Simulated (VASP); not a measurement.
# Si (I4/mmm) in VASP: settings compared

Si is run at these levels: PBE0, HSE06; tasks: single point.

Program: VASP 6.6.1. These are calculated values, not measurements. Logs are shortened: lines on timing, memory, paths and dates and some standing lists are left out, and cuts for length are marked.

## 1. The cell of the first run

Symmetry: I4/mmm, No. 139, tetragonal system. Conventional cell: a = 3.254 Å, b = 3.254 Å, c = 2.641 Å, α = 90.00°, β = 90.00°, γ = 90.00°. Si (site symmetry 4/mmm) has 14 Si at 2.64 to 3.25 Å within 3.5 Å.

## 2. Single point, PBE0

POSCAR

```
Si
1.0
   -1.6269149300      1.6269149300      1.3203298500
    1.6269149300     -1.6269149300      1.3203298500
    1.6269149300      1.6269149300     -1.3203298500
Si
1
Direct
    0.0000000000      0.0000000000      0.0000000000
```

INCAR.step1

```
ALGO = Normal ; EDIFF = 1E-5
ENCUT = 520 ; GGA = PE
ISIF = 2 ; ISMEAR = -1
LASPH = T ; LCHARG = F
LREAL = F ; LWAVE = T
NBANDS = 8 ; NELM = 60
PREC = Accurate ; SIGMA = 0.05
```

INCAR.step2

```
AEXX = 0.25 ; ALGO = Normal
EDIFF = 1E-6 ; ENCUT = 520
GGA = PE ; ISIF = 2
ISMEAR = -1 ; ISTART = 1
LASPH = T ; LCHARG = F
LHFCALC = T ; LREAL = F
LWAVE = F ; NBANDS = 8
NELM = 60 ; PREC = Accurate
PRECFOCK = Normal ; SIGMA = 0.05
```

KPOINTS

```
k-points
0
Gamma
  8 8 8
```

Potentials or basis: VASP PAW PBE potentials, release 64 (Si).

Run with:

```console
> cat potpaw_PBE.64/Si/POTCAR > POTCAR
> cp INCAR.step1 INCAR
> mpirun -np 1 vasp_std > vasp.out
> cp INCAR.step2 INCAR
> mpirun -np 1 vasp_std > vasp.out
```

OUTCAR:

```text
AEXX = 0.25
   EDIFF = 1E-6
   ENCUT = 520
   GGA = PE
   ISIF = 2
   ISMEAR = -1
   ISTART = 1
   LASPH = T
   LHFCALC = T
   LREAL = F
   NELM = 60
   PREC = Accurate
   PRECFOCK = Normal

 ion  position               nearest neighbor table
   1  0.000  0.000  0.000-

  LATTYP: Found a body centered tetragonal cell.
 ALAT       =     3.2538298600
 C/A-ratio  =     0.8115543263

  Lattice vectors:

 A1 = (  -1.6269149300,   1.6269149300,   1.3203298500)
 A2 = (   1.6269149300,  -1.6269149300,   1.3203298500)
 A3 = (   1.6269149300,   1.6269149300,  -1.3203298500)

Analysis of symmetry for initial positions (statically):
=====================================================================
 Subroutine PRICEL returns:
 Original cell was already a primitive cell.

 Routine SETGRP: Setting up the symmetry group for a
 body centered tetragonal supercell.

 Subroutine GETGRP returns: Found 16 space group operations
 (whereof 16 operations were pure point group operations)
 out of a pool of 16 trial point group operations.

The static configuration has the point symmetry D_4h.

Analysis of symmetry for dynamics (positions and initial velocities):
=====================================================================
 Subroutine PRICEL returns:
 Original cell was already a primitive cell.

 Routine SETGRP: Setting up the symmetry group for a
 body centered tetragonal supercell.

 Subroutine GETGRP returns: Found 16 space group operations
 (whereof 16 operations were pure point group operations)
 out of a pool of 16 trial point group operations.

The dynamic configuration has the point symmetry D_4h.

 Subroutine INISYM returns: Found 16 space group operations
 (whereof 16 operations are pure point group operations),
 and found     1 'primitive' translations

----------------------------------------------------------------------------------------

                                     Primitive cell

  volume of cell :      13.9789

  direct lattice vectors                    reciprocal lattice vectors
    -1.626914930  1.626914930  1.320329850     0.000000000  0.307330144  0.378693249
     1.626914930 -1.626914930  1.320329850     0.307330144  0.000000000  0.378693249
     1.626914930  1.626914930 -1.320329850     0.307330144  0.307330144  0.000000000

  length of vectors
     2.652729781  2.652729781  2.652729781     0.487709334  0.487709334  0.434630458
[... 82 lines left out ...]
   NSW    =      0    number of steps for IOM
   IBRION =     -1    ionic relax: 0-MD 1-quasi-New 2-CG
   NFREE  =      0    steps in history (QN), initial steepest desc. (CG)
   ISIF   =      2    stress and relaxation
   ISYM   =      3    0-nonsym 1-usesym 2-fastsym
   POTIM  = 0.5000    time-step for ionic-motion
   TEBEG  =    0.0;   TEEND  =   0.0 temperature during run
   PSTRESS=    0.0 pullay stress
   NELECT =       4.0000    total number of electrons
   NUPDOWN=      -1.0000    fix difference up-down
   EMIN   =  10.00;   EMAX   =-10.00  energy-range for DOS
   EFERMI =   0.00;   METHOD = LEGACY
   ISMEAR =    -1;   SIGMA  =   0.05  broadening in eV -4-tet -1-fermi 0-gaus
   EFERMI_NEDOS =   21; number of points for ismear=-14 and -15
   IALGO  =     38    algorithm
   IMIX   =      1    mixing-type and parameters
     AMIX     =   0.40;   BMIX     =  1.00
     AMIX_MAG =   1.60;   BMIX_MAG =  1.00
  volume/ion in A,a.u.               =      13.98        94.33
  Fermi-wavevector in a.u.,A,eV,Ry     =   1.078791  2.038620 15.834335  1.163791
  Thomas-Fermi vector in A             =   2.214739
   LORBIT       =      0    0 simple, 1 ext, 2 COOP (PROOUT), +10 PAW based schemes
   GGA     = PE    functional components
   LHFCALC =     T    Hartree Fock is set to
   PRECFOCK=normal    Normal, Fast or Accurate (Low or Medium for compatibility)
   ENCUT4O =  -1.0   cutoff for four orbital integrals eV
   NKREDX  =     1    reduce k-point grid by
   NKREDY  =     1    reduce k-point grid by
   NKREDZ  =     1    reduce k-point grid by
   AEXX    =    0.2500 exact exchange contribution
   HFSCREEN=    0.0000 screening length (either q_TF or 0.3 A-1)
   HFSCREENC=   0.0000 screening length for correlation (either q_TF or 0.3 A-1)
   ENCUTFOCK=  -1.0 apply spherical cutoff to Coloumb kernel
   IVDW    =     0    specifies the selected vdW correction
   LEPSILON=     F    determine dielectric tensor
   LRPA    =     F    only Hartree local field effects (RPA)
 non-spin polarized calculation
  energy-cutoff  :      520.00
  volume of cell :       13.98
 maximum number of plane-waves:       385
  NGX = 16; NGY = 16; NGZ = 16

 number of electron       3.9999999 magnetization

 Free energy of the ion-electron system (eV)
  ---------------------------------------------------
  ext. energy  EPLUGINS =         0.00000000
  ---------------------------------------------------
  free energy    TOTEN  =        -6.19365796 eV

  energy without entropy =       -6.19363859  energy(sigma->0) =       -6.19364827

 E-fermi :  10.8477     XC(G=0):  -8.9051

 val. band max:       10.4923317842   @ k =  -0.2500   0.2500   0.0000
 cond. band min:      11.2339878336   @ k =   0.3750   0.3750  -0.0000
 fundamental gap:      0.7416560494
 Fermi energy:        10.8477070836

 k-point     1 :       0.0000    0.0000    0.0000
  band No.  band energies     occupation
      1      -6.5159      2.00000
      2      21.4894      0.00000
      3      22.1998      0.00000
      4      22.1998      0.00000
      5      25.0757      0.00000
      6      26.2624      0.00000
      7      27.5049      0.00000
      8      27.5049      0.00000
[... 243 lines left out ...]
 k-point    24 :       0.3750    0.1250    0.1250
  band No.  band energies     occupation
      1       3.6762      2.00000
      2       4.1857      2.00000
      3      11.9763      0.00000
      4      12.2551      0.00000
      5      25.2792      0.00000
      6      26.2116      0.00000
      7      31.7113      0.00000
      8      34.8301      0.00000

 [... further k-points ...]
[... 5 lines left out ...]
  --------------------------------------------------------------------------------------
  -------------------------------------------------------------------------------------
  Total        0.3499697      0.3499697     -0.4560270      0.0000000      0.0000000      0.0000000
  in kB       40.1114970     40.1114970    -52.2671732      0.0000000      0.0000000      0.0000000
  external PRESSURE =       9.3186069 kB  Pullay stress =       0.0000000 kB

 VOLUME and BASIS-vectors are now :
 -----------------------------------------------------------------------------
  energy-cutoff  :      520.00
  volume of cell :       13.98
      direct lattice vectors                 reciprocal lattice vectors
    -1.626914930  1.626914930  1.320329850     0.000000000  0.307330144  0.378693249
     1.626914930 -1.626914930  1.320329850     0.307330144  0.000000000  0.378693249
     1.626914930  1.626914930 -1.320329850     0.307330144  0.307330144  0.000000000

 POSITION                                       TOTAL-FORCE (eV/Angst)
 -----------------------------------------------------------------------------------
      0.00000      0.00000      0.00000        -0.000000     -0.000000     -0.000000
 -----------------------------------------------------------------------------------
    total drift:                               -0.000000     -0.000000      0.000000

  FREE ENERGIE OF THE ION-ELECTRON SYSTEM (eV)
  ---------------------------------------------------
  free  energy   TOTEN  =        -6.1936579570 eV

  energy  without entropy=       -6.1936385859  energy(sigma->0) =       -6.19364827
```

OUTCAR.step1:

```text
EDIFF = 1E-5
   ENCUT = 520
   GGA = PE
   ISIF = 2
   ISMEAR = -1
   LASPH = T
[... 479 lines left out ...]

 POSITION                                       TOTAL-FORCE (eV/Angst)
 -----------------------------------------------------------------------------------
      0.00000      0.00000      0.00000         0.000000      0.000000      0.000000
 -----------------------------------------------------------------------------------
    total drift:                                0.000000     -0.000000     -0.000000

  FREE ENERGIE OF THE ION-ELECTRON SYSTEM (eV)
  ---------------------------------------------------
  free  energy   TOTEN  =        -4.9735376212 eV

  energy  without entropy=       -4.9719410005  energy(sigma->0) =       -4.97273931
```

OSZICAR.step1:

```text
N       E                     dE             d eps       ncg     rms          rms(c)
DAV:   1    -0.263669139863E+01   -0.26367E+01   -0.17185E+03  1040   0.375E+02
DAV:   2    -0.497896355912E+01   -0.23423E+01   -0.22429E+01  1416   0.303E+01
DAV:   3    -0.499202380385E+01   -0.13060E-01   -0.13059E-01  1024   0.229E+00
DAV:   4    -0.499203663035E+01   -0.12827E-04   -0.12827E-04  1568   0.807E-02
DAV:   5    -0.499203663048E+01   -0.12176E-09   -0.34601E-09  1072   0.387E-04    0.291E+00
DAV:   6    -0.498034520707E+01    0.11691E-01   -0.35394E-03  1072   0.264E-01    0.162E+00
DAV:   7    -0.497355618660E+01    0.67890E-02   -0.73678E-03  1096   0.380E-01    0.142E-01
DAV:   8    -0.497353723977E+01    0.18947E-04   -0.33241E-05  1424   0.450E-02    0.932E-03
DAV:   9    -0.497353762122E+01   -0.38146E-06   -0.46406E-07   712   0.376E-03
   1 F= -.49735376E+01 E0= -.49727393E+01  d E =-.159662E-02
```

Wall time 27 min (1 thread of Intel Xeon 8259CL, shared host); peak memory 0.11 GiB.

What came out:

```
Free energy            : -6.1937 eV
Pressure               : 0.9 GPa
Band gap on the k mesh : zero (bands 2 and 3 overlap by 14.40 eV)
```

Caveat: the k points lie up to 0.38 Å⁻¹ apart, too coarse for converged energies and pressures of a metal; the PAW data sets were made with another functional, which shifts forces and pressure a little.

[end of part 1 of 2]

The gap in the log of VASP goes by the Fermi energy; the results here count the filled bands.